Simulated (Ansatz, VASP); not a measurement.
# BeGaN: VASP beside Ansatz

```
Be Ga N
1.0
     3.49372    0.00000    0.00000
     0.00000    3.49372    0.00000
     0.00000    0.00000    6.56542
Be Ga N
2 2 2
Direct
  0.50000 0.00000 0.01321
  0.00000 0.50000 0.98679
  0.00000 0.50000 0.34759
  0.50000 0.00000 0.65241
  0.00000 0.00000 0.50000
  0.50000 0.50000 0.50000
```

Change from the starting cell: species swapped into the LuIO type (P4/nmm, No. 129).

Alike in both runs: task single point; functional PBE; k mesh 6 × 6 × 4; occupations gaussian, width 0.1 eV; collinear spin.

|  | VASP | Ansatz |
| --- | --- | --- |
| version | VASP 6.6.1 | Ansatz 0.2.0 |
| potentials or method | VASP PAW PBE potentials, release 64 (Be, Ga_d, N), cutoff 520 eV | scalar-relativistic, plane waves, PAW |
| valence electrons in the cell | 40 | 40 |

|  | VASP | Ansatz | Ansatz less VASP |
| --- | --- | --- | --- |
| gap on the k mesh at the Fermi level (eV) | none | none | - |
| pressure (GPa) | 0.1 | -0.1 | -0.21 |
| traceless stress, the component that is largest in VASP (GPa) | -0.13 | -0.06 | +0.076 |
| rms of the force components (eV/Å) | 0.008 | 0.014 | +0.0065 |
| net moment per atom (μB) | 0.00 | 0.00 | 0.000 |

Atom by atom the forces differ by 0.015 eV/Å (rms over components). A gap of «none» marks a metal or a gap that the smearing closes. Ansatz's warnings: seeded moment not kept.
